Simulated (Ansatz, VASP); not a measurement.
## One calculation of C, two programs

Contents of INCAR:

```
ALGO     = Normal         # electronic algorithm
EDIFF    = 1E-6           # SCF threshold, eV
ENCUT    = 520            # plane-wave cutoff, eV
GGA      = PE             # functional
ISIF     = 2              # what is computed and relaxed
ISMEAR   = 0              # smearing method
ISPIN    = 2              # spin polarisation
LASPH    = T              # aspherical terms in the spheres
LCHARG   = F              # write CHGCAR
LORBIT   = 11             # projections on sites
LREAL    = F              # projectors in reciprocal space
LWAVE    = F              # write WAVECAR
MAGMOM   = 1 1 1 1        # initial moments
NBANDS   = 20             # bands
NELM     = 150            # most SCF steps
PREC     = Accurate       # precision mode
SIGMA    = 0.1            # smearing width, eV
```

The input KPOINTS:

```
k-points
0
Gamma
  8 8 8
```

The input POSCAR:

```
C
1.0
   -1.4461555100      1.4461555100      2.9533589800
    1.4461555100     -1.4461555100      2.9533589800
    1.4461555100      1.4461555100     -2.9533589800
C
4
Direct
    0.3118297000      0.8118297000      0.1236594100
    0.6881703000      0.1881703000      0.8763405900
    0.8118297000      0.6881703000      0.5000000000
    0.1881703000      0.3118297000      0.5000000000
```

Input for Ansatz:

```yaml
crystal:
  lattice:
    - [-1.44615551, 1.44615551, 2.95335898]
    - [1.44615551, -1.44615551, 2.95335898]
    - [1.44615551, 1.44615551, -2.95335898]
  atoms:
    - { symbol: C, position: [0.3118297, 0.8118297, 0.12365941], spin: 1.0 }
    - { symbol: C, position: [0.6881703, 0.1881703, 0.87634059], spin: 1.0 }
    - { symbol: C, position: [0.8118297, 0.6881703, 0.5], spin: 1.0 }
    - { symbol: C, position: [0.1881703, 0.3118297, 0.5], spin: 1.0 }
basis:
  ecutwfc: 420
kpoints:
  mp_grid: { grid: [8, 8, 8] }
hamiltonian:
  xc: pbe
scf:
  occupations: { method: gaussian, width: 0.1 }
  lower_state_search: "off"
output:
  forces: true
  stress: true
  eigenvalues: true
  populations: true
magnetization:
  spin_polarized: true
```

Alike in both runs: task single point; functional PBE; k mesh 8 × 8 × 8; occupations gaussian, width 0.1 eV; collinear spin.

```csv
,VASP,Ansatz
version,VASP 6.6.1,Ansatz 0.2.0
potentials or method,"VASP PAW PBE potentials, release 64 (C), cutoff 520 eV","scalar-relativistic, plane waves, PAW"
valence electrons in the cell,16,16
```

```csv
,VASP,Ansatz,Ansatz less VASP
gap on the k mesh at the Fermi level (eV),none,none,-
rms of the force components (eV/Å),1.861,1.886,+0.0256
net moment per atom (μB),0.00,0.00,0.000
```

Atom by atom the forces differ by 0.026 eV/Å (rms over components). A gap of «none» marks a metal or a gap that the smearing closes. Ansatz's warnings: seeded moment not kept.

The k mesh is coarse, so the values compare programs but aren't converged.
